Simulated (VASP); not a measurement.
# WS2 (P6_3/mmc) in VASP: further runs

Aim: see how the results for WS2 move with the level of theory and the settings. Levels: PBE, r2SCAN. Tasks: single point.

Program: VASP 6.6.1. These are calculated values, not measurements. Logs are shortened: lines on timing, memory, paths and dates and some standing lists are left out, and cuts for length are marked.

## Step 1: The cell of the first run

Symmetry: P6_3/mmc, No. 194, hexagonal system. Conventional cell: a = 3.170 Å, b = 3.170 Å, c = 12.491 Å, α = 90.00°, β = 90.00°, γ = 120.00°. Within 3.2 Å of W (site symmetry -6m2) lie 6 S at 2.41 Å and 6 W at 3.17 Å. Within 3.2 Å of S (site symmetry 3m) lie 3 W at 2.41 Å and 7 S at 3.13 to 3.17 Å.

## Step 2: Single point, PBE

The input, INCAR:

```
PREC     = Accurate       # precision mode
ENCUT    = 520            # plane-wave cutoff, eV
EDIFF    = 1E-6           # SCF threshold, eV
ISMEAR   = 0              # smearing method
SIGMA    = 0.01           # smearing width, eV
LREAL    = F              # projectors in reciprocal space
LASPH    = T              # aspherical terms in the spheres
NELM     = 60             # most SCF steps
ALGO     = Normal         # electronic algorithm
ISIF     = 2              # what is computed and relaxed
LWAVE    = F              # write WAVECAR
LCHARG   = T              # write CHGCAR
GGA      = PE             # functional
LELF     = T              # ELF
LVHAR    = T            
NBANDS   = 35             # bands
```

The input, KPOINTS:

```
Automatic mesh
0
Gamma
  12 12 2
```

The input, POSCAR:

```
WS2
1.0
    3.1699447461      0.0000000000      0.0000000000
   -1.5849723731      2.7452526787      0.0000000000
    0.0000000000      0.0000000000     12.4911159820
W S
2 4
Direct
    0.3333333333      0.6666666667      0.2500000000
    0.6666666667      0.3333333333      0.7500000000
    0.3333333333      0.6666666667      0.6248924639
    0.6666666667      0.3333333333      0.1248924639
    0.3333333333      0.6666666667      0.8751075361
    0.6666666667      0.3333333333      0.3751075361
```

Potentials or basis: VASP PAW PBE potentials, release 64 (W_sv, S).

Started as:

```console
> cat potpaw_PBE.64/W_sv/POTCAR potpaw_PBE.64/S/POTCAR > POTCAR
> mpirun -np 1 vasp_std > vasp.out
```

OUTCAR:

```text
PREC = Accurate
   ENCUT = 520
   EDIFF = 1E-6
   ISMEAR = 0
   LREAL = F
   LASPH = T
   NELM = 60
   ISIF = 2
   GGA = PE

 ion  position               nearest neighbor table
   1  0.333  0.667  0.250-   4 2.41   6 2.41   4 2.41   6 2.41   4 2.41   6 2.41
   2  0.667  0.333  0.750-   3 2.41   5 2.41   3 2.41   5 2.41   3 2.41   5 2.41
   3  0.333  0.667  0.625-   2 2.41   2 2.41   2 2.41
   4  0.667  0.333  0.125-   1 2.41   1 2.41   1 2.41
   5  0.333  0.667  0.875-   2 2.41   2 2.41   2 2.41
   6  0.667  0.333  0.375-   1 2.41   1 2.41   1 2.41

  LATTYP: Found a hexagonal cell.
 ALAT       =     3.1699447461
 C/A-ratio  =     3.9404838199

  Lattice vectors:

 A1 = (   3.1699447461,   0.0000000000,   0.0000000000)
 A2 = (  -1.5849723731,   2.7452526787,   0.0000000000)
 A3 = (   0.0000000000,   0.0000000000,  12.4911159820)

Analysis of symmetry for initial positions (statically):
=====================================================================
 Subroutine PRICEL returns:
 Original cell was already a primitive cell.

 Routine SETGRP: Setting up the symmetry group for a
 hexagonal supercell.

 Subroutine GETGRP returns: Found 24 space group operations
 (whereof 12 operations were pure point group operations)
 out of a pool of 24 trial point group operations.

The static configuration has the point symmetry D_3d.
 The point group associated with its full space group is D_6h.

Analysis of symmetry for dynamics (positions and initial velocities):
=====================================================================
 Subroutine PRICEL returns:
 Original cell was already a primitive cell.

 Routine SETGRP: Setting up the symmetry group for a
 hexagonal supercell.

 Subroutine GETGRP returns: Found 24 space group operations
 (whereof 12 operations were pure point group operations)
 out of a pool of 24 trial point group operations.

The dynamic configuration has the point symmetry D_3d.
 The point group associated with its full space group is D_6h.

 Subroutine INISYM returns: Found 24 space group operations
 (whereof 12 operations are pure point group operations),
 and found     1 'primitive' translations

----------------------------------------------------------------------------------------

                                     Primitive cell

  volume of cell :     108.7014

  direct lattice vectors                    reciprocal lattice vectors
     3.169944746  0.000000000  0.000000000     0.315462912  0.182132597  0.000000000
    -1.584972373  2.745252679  0.000000000     0.000000000  0.364265194  0.000000000
     0.000000000  0.000000000 12.491115982     0.000000000  0.000000000  0.080056898

  length of vectors
     3.169944746  3.169944746 12.491115982     0.364265194  0.364265194  0.080056898

  position of ions in fractional coordinates (direct lattice)
     0.333333333  0.666666667  0.250000000
     0.666666667  0.333333333  0.750000000
     0.333333333  0.666666667  0.624892464
     0.666666667  0.333333333  0.124892464
     0.333333333  0.666666667  0.875107536
     0.666666667  0.333333333  0.375107536

  ion indices of the primitive-cell ions
   primitive index   ion index
                 1           1
                 2           2
                 3           3
                 4           4
                 5           5
                 6           6

----------------------------------------------------------------------------------------

 KPOINTS: Automatic mesh

Automatic generation of k-mesh.
 Grid dimensions read from file:
 generate k-points for:   12   12    2

 Generating k-lattice:

  Cartesian coordinates                     Fractional coordinates (reciprocal lattice)
     0.026288576  0.015177716  0.000000000     0.083333333 -0.000000000  0.000000000
     0.000000000  0.030355433  0.000000000     0.000000000  0.083333333  0.000000000
     0.000000000  0.000000000  0.040028449     0.000000000  0.000000000  0.500000000

  Length of vectors
     0.030355433  0.030355433  0.040028449

  Shift w.r.t. Gamma in fractional coordinates (k-lattice)
     0.000000000  0.000000000  0.000000000

 Subroutine IBZKPT returns following result:
 ===========================================

 Found     38 irreducible k-points:

 Following reciprocal coordinates:
            Coordinates               Weight
  0.000000  0.000000  0.000000      1.000000
  0.083333  0.000000  0.000000      6.000000
  0.166667  0.000000  0.000000      6.000000
  0.250000  0.000000  0.000000      6.000000
  0.333333  0.000000  0.000000      6.000000
  0.416667  0.000000  0.000000      6.000000
[... 16 lines left out ...]
  0.250000  0.000000  0.500000      6.000000
  0.333333  0.000000  0.500000      6.000000
 [... further k-points ...]
   k-points           NKPTS =     38   k-points in BZ     NKDIM =     38   number of bands    NBANDS=     35
   number of dos      NEDOS =    301   number of ions     NIONS =      6
   total plane-waves  NPLWV =  55296
   dimension x,y,z NGX =    24 NGY =   24 NGZ =   96
   dimension x,y,z NGXF=    48 NGYF=   48 NGZF=  192
   ions per type =               2   4
   NGX,Y,Z   is equivalent  to a cutoff of  12.59, 12.59, 12.78 a.u.
   NGXF,Y,Z  is equivalent  to a cutoff of  25.17, 25.17, 25.55 a.u.
 SYSTEM =  unknown system
   PREC   = accura    normal or accurate (medium, high low for compatibility)
   ISTART =      0    job   : 0-new  1-cont  2-samecut
   ICHARG =      2    charge: 1-file 2-atom 10-const
   ISPIN  =      1    spin polarized calculation?
   LNONCOLLINEAR =      F non collinear calculations
   LSORBIT =      F    spin-orbit coupling
   LASPH  =      T    aspherical Exc in radial PAW
   ENCUT  =  520.0 eV  38.22 Ry    6.18 a.u.   5.89  5.89 23.23*2*pi/ulx,y,z
   NELM   =     60;   NELMIN=  2; NELMDL= -5     # of ELM steps
   EDIFF  = 0.1E-05   stopping-criterion for ELM
   LREAL  =      F    real-space projection
   EDIFFG = 0.1E-04   stopping-criterion for IOM
   NSW    =      0    number of steps for IOM
   IBRION =     -1    ionic relax: 0-MD 1-quasi-New 2-CG
   NFREE  =      0    steps in history (QN), initial steepest desc. (CG)
   ISIF   =      2    stress and relaxation
   ISYM   =      2    0-nonsym 1-usesym 2-fastsym
   POTIM  = 0.5000    time-step for ionic-motion
   TEBEG  =    0.0;   TEEND  =   0.0 temperature during run
   PSTRESS=    0.0 pullay stress
   NELECT =      52.0000    total number of electrons
   NUPDOWN=      -1.0000    fix difference up-down
   EMIN   =  10.00;   EMAX   =-10.00  energy-range for DOS
   EFERMI =   0.00;   METHOD = LEGACY
   ISMEAR =     0;   SIGMA  =   0.01  broadening in eV -4-tet -1-fermi 0-gaus
   EFERMI_NEDOS =   21; number of points for ismear=-14 and -15
   IALGO  =     38    algorithm
   IMIX   =      4    mixing-type and parameters
     AMIX     =   0.40;   BMIX     =  1.00
     AMIX_MAG =   1.60;   BMIX_MAG =  1.00
  volume/ion in A,a.u.               =      18.12       122.26
  Fermi-wavevector in a.u.,A,eV,Ry     =   1.280356  2.419523 22.304199  1.639312
  Thomas-Fermi vector in A             =   2.412789
   LORBIT       =      0    0 simple, 1 ext, 2 COOP (PROOUT), +10 PAW based schemes
   GGA     = PE    functional components
   LHFCALC =     F    Hartree Fock is set to
   AEXX    =    0.0000 exact exchange contribution
   IVDW    =     0    specifies the selected vdW correction
   LEPSILON=     F    determine dielectric tensor
   LRPA    =     F    only Hartree local field effects (RPA)
 non-spin polarized calculation
 Gauss-broadening in eV      SIGMA  =   0.01
  energy-cutoff  :      520.00
  volume of cell :      108.70
 maximum number of plane-waves:      2947
 NGX is ok and might be reduce to    24
   NGX = 11   NGY = 11   NGZ = 47

 number of electron      52.0000003 magnetization

 Free energy of the ion-electron system (eV)
  ---------------------------------------------------
  ext. energy  EPLUGINS =         0.00000000
  ---------------------------------------------------
  free energy    TOTEN  =       -47.27013074 eV

  energy without entropy =      -47.27013074  energy(sigma->0) =      -47.27013074

 E-fermi :   7.2544     XC(G=0): -10.8091

 val. band max:        7.1928699330   @ k =   0.0000   0.0000   0.0000
 cond. band min:       8.2547271237   @ k =   0.1667   0.1667   0.0000
 fundamental gap:      1.0618571907
 Fermi energy:         7.2543609348

 k-point     1 :       0.0000    0.0000    0.0000
  band No.  band energies     occupation
      1     -67.4169      2.00000
      2     -67.4169      2.00000
      3     -31.6653      2.00000
      4     -31.6652      2.00000
      5     -31.5060      2.00000
      6     -31.5060      2.00000
[... 27 lines left out ...]
     34       9.7333      0.00000
     35      11.8902      0.00000

 k-point     2 :       0.0833    0.0000    0.0000
  band No.  band energies     occupation
      1     -67.4157      2.00000
      2     -67.4157      2.00000
      3     -31.6610      2.00000
      4     -31.6609      2.00000
      5     -31.5298      2.00000
      6     -31.5298      2.00000
[... 27 lines left out ...]
     34       9.7285      0.00000
     35      12.4314      0.00000

 k-point     3 :       0.1667    0.0000    0.0000
  band No.  band energies     occupation
      1     -67.4125      2.00000
      2     -67.4124      2.00000
      3     -31.6492      2.00000
      4     -31.6492      2.00000
      5     -31.5945      2.00000
      6     -31.5945      2.00000
[... 27 lines left out ...]
     34      10.2613      0.00000
     35      13.5079      0.00000
[... 723 lines left out ...]
 k-point    23 :       0.2500    0.0000    0.5000
  band No.  band energies     occupation
      1     -67.4080      2.00000
      2     -67.4080      2.00000
      3     -31.6818      2.00000
      4     -31.6818      2.00000
      5     -31.6331      2.00000
      6     -31.6331      2.00000
[... 27 lines left out ...]
     34      10.7289      0.00000
     35      13.8933      0.00000

 k-point    24 :       0.3333    0.0000    0.5000
  band No.  band energies     occupation
      1     -67.4036      2.00000
      2     -67.4036      2.00000
      3     -31.7677      2.00000
      4     -31.7677      2.00000
      5     -31.6169      2.00000
      6     -31.6169      2.00000
[... 27 lines left out ...]
     34      11.0973      0.00000
     35      13.1790      0.00000

 [... further k-points ...]
[... 5 lines left out ...]
  --------------------------------------------------------------------------------------
  -------------------------------------------------------------------------------------
  Total        1.8941467      1.8941467      2.8257287     -0.0000000      0.0000000      0.0000000
  in kB       27.9182984     27.9182984     41.6491163     -0.0000000      0.0000000      0.0000000
  external PRESSURE =      32.4952377 kB  Pullay stress =       0.0000000 kB

 VOLUME and BASIS-vectors are now :
 -----------------------------------------------------------------------------
  energy-cutoff  :      520.00
  volume of cell :      108.70
      direct lattice vectors                 reciprocal lattice vectors
     3.169944746  0.000000000  0.000000000     0.315462912  0.182132597  0.000000000
    -1.584972373  2.745252679  0.000000000     0.000000000  0.364265194  0.000000000
     0.000000000  0.000000000 12.491115982     0.000000000  0.000000000  0.080056898

 POSITION                                       TOTAL-FORCE (eV/Angst)
 -----------------------------------------------------------------------------------
     -0.00000      1.83017      3.12278         0.000000      0.000000      0.000000
      1.58497      0.91508      9.36834        -0.000000     -0.000000      0.000000
     -0.00000      1.83017      7.80560         0.000000      0.000000     -0.197962
      1.58497      0.91508      1.56005        -0.000000      0.000000     -0.197962
     -0.00000      1.83017     10.93107         0.000000      0.000000      0.197962
      1.58497      0.91508      4.68551         0.000000     -0.000000      0.197962
 -----------------------------------------------------------------------------------
    total drift:                               -0.000000      0.000000     -0.000000

  FREE ENERGIE OF THE ION-ELECTRON SYSTEM (eV)
  ---------------------------------------------------
  free  energy   TOTEN  =       -47.2701307406 eV

  energy  without entropy=      -47.2701307406  energy(sigma->0) =      -47.27013074
```

It took 97 s on 1 thread of Intel Xeon Platinum 8488C (Sapphire Rapids), shared host; peak memory 0.28 GiB.

What came out:

```
Free energy            : -47.2701 eV
Pressure               : 3.2 GPa
Largest force          : 0.198 eV/Å
Band gap on the k mesh : 1.06 eV (least direct gap 1.78 eV)
```

Forces on the atoms (eV/Å):
```
W    0.000  0.000  0.000
W    0.000  0.000  0.000
S    0.000  0.000 -0.198
S    0.000  0.000 -0.198
S    0.000  0.000  0.198
S    0.000  0.000  0.198
```

Stress tensor (GPa, compression positive):
```
2.79 0.00 0.00
0.00 2.79 0.00
0.00 0.00 4.16
```

Caveat: the cell stands under pressure; spin-orbit coupling is left out, which moves the levels of the heavy elements; this functional lacks dispersion, which binds the layers, so the pressure and a relaxed spacing across them are unreliable. A k mesh can miss the band edges.

(Continued in part 2 of 2.)
